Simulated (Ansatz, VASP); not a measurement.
# P: VASP beside Ansatz

```
CELL_PARAMETERS angstrom
3.01000 0.00000 0.00000
-1.50500 2.60674 0.00000
0.00000 0.00000 28.00000
ATOMIC_POSITIONS crystal
P 0.33333 0.66667 0.52382
P 0.66667 0.33333 0.47618
```

Alike in both runs: task single point; functional PBE; dispersion D3(BJ); k mesh 9 × 9 × 1; occupations gaussian, width 0.02 eV; no spin polarisation.

```csv
,VASP,Ansatz
version,VASP 6.6.1,Ansatz 0.2.0
potentials or method,"VASP PAW PBE potentials, release 64 (P), cutoff 520 eV","scalar-relativistic, plane waves, PAW"
valence electrons in the cell,10,10
```

VASP gave:

- gap on the k mesh at the Fermi level (eV): none
- rms of the force components (eV/Å): 0.198

Estimate Ansatz's values.

gap on the k mesh at the Fermi level (eV): none; rms of the force components (eV/Å): 0.178.

Atom by atom the forces differ by 0.019 eV/Å (rms over components). A gap of «none» marks a metal or a gap that the smearing closes.
